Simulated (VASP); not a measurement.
Write the native input for VASP 6.6.1 that does the following.

```yaml
Task: single point
Functional: r2SCAN
Potentials_or_basis: VASP PAW PBE potentials, release 64 (P)
Cutoff: 520 eV
k_mesh: 16 × 16 × 16
Occupations: fermi-dirac, width 0.1 eV
Spin: no spin polarisation
Dipole_correction: no
Further_INCAR_settings: ALGO = Normal; EDIFF = 1e-06; NBANDS = 12
```

Crystal: P.

```
P
1.0
     0.00000    2.71152    2.71152
     2.71152    0.00000    2.71152
     2.71152    2.71152    0.00000
P
2
Direct
  0.12500 0.12500 0.12500
  0.87500 0.87500 0.87500
```

This isn't the form of P at room conditions, which is orthorhombic.

These files were run (other wordings do the same):

POSCAR

```
P
1.0
    0.0000000000      2.7115220075      2.7115220075
    2.7115220075      0.0000000000      2.7115220075
    2.7115220075      2.7115220075      0.0000000000
P
2
Direct
    0.1250000000      0.1250000000      0.1250000000
    0.8750000000      0.8750000000      0.8750000000
```

INCAR.step1

```
  ALGO = Normal
  EDIFF = 1E-4
  ENCUT = 520
  GGA = PE
  ISMEAR = -1
  LASPH = True
  LCHARG = False
  LREAL = False
  LWAVE = True
  NBANDS = 12
  NELM = 100
  PREC = Accurate
  SIGMA = 0.1
```

INCAR.step2

```
  ALGO = Normal
  EDIFF = 1E-6
  ENCUT = 520
  ISIF = 2
  ISMEAR = -1
  ISTART = 1
  LASPH = True
  LCHARG = True
  LELF = True
  LMIXTAU = True
  LREAL = False
  LVHAR = True
  LWAVE = False
  METAGGA = R2SCAN
  NBANDS = 12
  NELM = 100
  PREC = Accurate
  SIGMA = 0.1
```

KPOINTS

```
k-points
0
Gamma
  16 16 16
```

Potentials or basis: VASP PAW PBE potentials, release 64 (P).

Command:

```bash
$ cat potpaw_PBE.64/P/POTCAR > POTCAR
$ cp INCAR.step1 INCAR
$ mpirun -np 1 vasp_std > vasp.out
$ cp INCAR.step2 INCAR
$ mpirun -np 1 vasp_std > vasp.out
```

Results of the run:

| Property | Result |
| --- | --- |
| Pressure | 0.0 GPa |
| Band gap on the k mesh | zero (bands 5 and 6 overlap by 2.98 eV) |

Caveat: the PAW data sets were made with another functional, which shifts forces and pressure a little.

It took 110 s on 1 thread of Intel(R) Xeon(R) 6975P-C (Granite Rapids) (shared host), peak memory 0.19 GiB.
